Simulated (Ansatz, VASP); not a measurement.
## Two plane-wave programs on CsPbI2Br

INCAR

```
SYSTEM = CsPbI2Br
PREC = Accurate ; ENCUT = 520
EDIFF = 1E-6 ; ISMEAR = 0
SIGMA = 0.01 ; LREAL = .FALSE.
LASPH = .TRUE. ; NELM = 80
ALGO = Normal ; ISIF = 2
LWAVE = .FALSE. ; LCHARG = .TRUE.
GGA = PE ; LELF = .TRUE.
LVHAR = .TRUE. ; NBANDS = 30
```

File KPOINTS:

```
Automatic mesh
0
G
  4 4 4
  0 0 0
```

POSCAR

```
CsPbI2Br
1.0
    6.3651183266      0.0000000000      0.0000000000
    0.0000000000      6.3651183266      0.0000000000
    0.0000000000      0.0000000000      5.9242421253
Cs Pb I Br
1 1 2 1
Direct
    0.5000000000      0.5000000000      0.5000000000
    0.0000000000      0.0000000000      0.0000000000
    0.0000000000      0.5000000000      0.0000000000
    0.5000000000      0.0000000000      0.0000000000
    0.0000000000      0.0000000000      0.5000000000
```

Input for Ansatz:

```yaml
crystal:
  lattice:
    - [6.3651183266, 0.0, 0.0]
    - [0.0, 6.3651183266, 0.0]
    - [0.0, 0.0, 5.9242421253]
  atoms:
    - { symbol: Cs, position: [0.5, 0.5, 0.5] }
    - { symbol: Pb, position: [0.0, 0.0, 0.0] }
    - { symbol: I, position: [0.0, 0.5, 0.0] }
    - { symbol: I, position: [0.5, 0.0, 0.0] }
    - { symbol: Br, position: [0.0, 0.0, 0.5] }
kpoints:
  mp_grid: { grid: [4, 4, 4] }
hamiltonian:
  xc: pbe
scf:
  occupations: { method: fixed }
  n_extra_bands: 1
output:
  forces: true
  stress: true
  eigenvalues: true
```

Alike in both runs: task single point; functional PBE; k mesh 4 × 4 × 4; no spin polarisation.

```csv
,VASP,Ansatz
version,VASP 6.6.1,Ansatz 0.2.0
potentials or method,"VASP PAW PBE potentials, release 64 (Cs_sv, Pb_d, I, Br)",plane waves
plane-wave cutoff (eV),520,420
occupations,"gaussian, width 0.01 eV",fixed
valence electrons in the cell,44,64
```

```csv
,VASP,Ansatz,Ansatz less VASP
gap on the k mesh at the Fermi level (eV),1.42,1.42,-0.002
pressure (GPa),0.5,0.5,+0.01
"traceless stress, the component that is largest in VASP (GPa)",0.06,0.05,-0.008
```

VASP's potentials hold 44 valence electrons a cell and Ansatz's 64, so a difference there can come from the potentials and not from the codes.

Spin-orbit coupling is off throughout.
